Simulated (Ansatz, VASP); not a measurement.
# Two plane-wave programs on ZnO

Contents of INCAR:

```
PREC = Accurate ; ENCUT = 520
EDIFF = 1E-6 ; ISMEAR = 0
SIGMA = 0.05 ; LREAL = F
LASPH = T ; NELM = 60
ALGO = Normal ; ISIF = 2
LWAVE = F ; LCHARG = T
GGA = PS ; LELF = T
LVHAR = T ; NBANDS = 26
```

KPOINTS

```
regular mesh
0
Gamma
  9 9 6
```

POSCAR

```
ZnO
1.0
    3.3219642457      0.0000000000      0.0000000000
   -1.6609821228      2.8769054272      0.0000000000
    0.0000000000      0.0000000000      4.9334491013
Zn O
2 2
Direct
    0.3333333333      0.6666666667      0.0015754469
    0.6666666667      0.3333333333      0.5015754469
    0.3333333333      0.6666666667      0.4106854153
    0.6666666667      0.3333333333      0.9106854153
```

Input for Ansatz:

```yaml
crystal:
  lattice:
    - [3.3219642457, 0.0, 0.0]
    - [-1.6609821228, 2.8769054272, 0.0]
    - [0.0, 0.0, 4.9334491013]
  atoms:
    - { symbol: Zn, position: [0.3333333333, 0.6666666667, 0.0015754469] }
    - { symbol: Zn, position: [0.6666666667, 0.3333333333, 0.5015754469] }
    - { symbol: O, position: [0.3333333333, 0.6666666667, 0.4106854153] }
    - { symbol: O, position: [0.6666666667, 0.3333333333, 0.9106854153] }
basis:
  ecutwfc: 520.0
kpoints:
  mp_grid: { grid: [9, 9, 6] }
hamiltonian:
  xc: pbesol
  pseudopotentials: { kind: paw, azcp: { folder: soft_1 } }
scf:
  occupations: { method: gaussian, width: 0.05 }
output:
  forces: true
  stress: true
  eigenvalues: true
  write_density: true
  write_potential: true
  elf: true
  volumetric_format: npy
```

Alike in both runs: task single point; functional PBEsol; k mesh 9 × 9 × 6; occupations gaussian, width 0.05 eV; no spin polarisation.

|  | VASP | Ansatz |
| --- | --- | --- |
| version | VASP 6.6.1 | Ansatz 0.2.0 |
| potentials or method | VASP PAW PBE potentials, release 64 (Zn, O), cutoff 520 eV | scalar-relativistic, plane waves, PAW |
| valence electrons in the cell | 36 | 36 |

Ansatz gave:

```
gap on the k mesh at the Fermi level (eV)                     : 0.78
least direct gap on the mesh (eV)                             : 0.78
pressure (GPa)                                                : -1.1
traceless stress, the component that is largest in VASP (GPa) : 3.03
rms of the force components (eV/Å)                            : 0.085
```

Q: Estimate VASP's values.

A: gap on the k mesh at the Fermi level (eV): 0.77; least direct gap on the mesh (eV): 0.77; pressure (GPa): -0.2; traceless stress, the component that is largest in VASP (GPa): 2.99; rms of the force components (eV/Å): 0.081.

VASP's potentials were made for PBE, not for PBEsol, and Ansatz warns of the same on its side. Atom by atom the forces differ by 0.004 eV/Å (rms over components).
